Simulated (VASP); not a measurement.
Wanted: the native input for a VASP 6.6.1 run.

| Quantity | Value |
| --- | --- |
| Task | relaxation of cell and atoms |
| Functional | r2SCAN |
| Potentials or basis | VASP PAW PBE potentials, release 64 (Co) |
| Cutoff | 600 eV |
| k mesh | 14 × 14 × 8 |
| Occupations | fermi-dirac, width 0.1 eV |
| Spin | no spin polarisation |
| Dipole correction | no |
| Further INCAR settings | ALGO = Normal; EDIFF = 1e-06; IBRION = 2; EDIFFG = -0.01; NSW = 80; ISIF = 3 |

Crystal: Co.

```
Co
1.0
     2.50710    0.00000    0.00000
    -1.25355    2.17121    0.00000
     0.00000    0.00000    4.06860
Co
2
Cartesian
  0.0000 1.4475 1.0171
  1.2535 0.7237 3.0514
```

The input as run:

POSCAR

```
Co
1.0
    2.5070990085      0.0000000000      0.0000000000
   -1.2535495042      2.1712114311      0.0000000000
    0.0000000000      0.0000000000      4.0686000000
Co
2
Direct
    0.3333333333      0.6666666667      0.2500000000
    0.6666666667      0.3333333333      0.7500000000
```

INCAR.step1

```
SYSTEM = Co
PREC = Accurate
ENCUT = 600
ISMEAR = -1
SIGMA = 0.1
LREAL = .FALSE.
LASPH = .TRUE.
NELM = 60
GGA = PE
ALGO = Normal
EDIFF = 1E-4
LWAVE = .TRUE.
LCHARG = .FALSE.
```

INCAR.step2

```
SYSTEM = Co
PREC = Accurate
ENCUT = 600
EDIFF = 1E-6
ISMEAR = -1
SIGMA = 0.1
LREAL = .FALSE.
LASPH = .TRUE.
NELM = 60
ALGO = Normal
ISIF = 3
LWAVE = .FALSE.
LCHARG = .FALSE.
METAGGA = R2SCAN
LMIXTAU = .TRUE.
IBRION = 2
NSW = 80
EDIFFG = -0.01
ISTART = 1
```

KPOINTS

```
Automatic mesh
0
G
  14 14 8
  0 0 0
```

Potentials or basis: VASP PAW PBE potentials, release 64 (Co).

The run is started by

```sh
$ cat potpaw_PBE.64/Co/POTCAR > POTCAR
$ cp INCAR.step1 INCAR
$ mpirun -np 1 vasp_std > vasp.out
$ cp INCAR.step2 INCAR
$ mpirun -np 1 vasp_std > vasp.out
```

It gave:

| Item | Value |
| --- | --- |
| Relaxed volume | 9.98 Å³/atom |
| Relaxed cell | a = 2.428 Å, b = 2.428 Å, c = 3.912 Å, α = 90.00°, β = 90.00°, γ = 120.00° |
| Space group after relaxing (to 0.05 Å) | P6_3/mmc (No. 194) |
| Energy gained by relaxing | 84.8 meV/atom |
| Ionic steps | 8 |
| Pressure after relaxing | 0.1 GPa |
| Band gap on the k mesh | zero (band 9 reaches 11.66 eV, above the bottom of band 10 at 9.97 eV) |

Caveat: the PAW data sets were made with another functional, which shifts forces and pressure a little; the run has no spin polarisation, though such a crystal can be magnetic.

Wall time 13 min on 1 thread of Intel Xeon 6975P-C (shared host), peak memory 0.19 GiB.
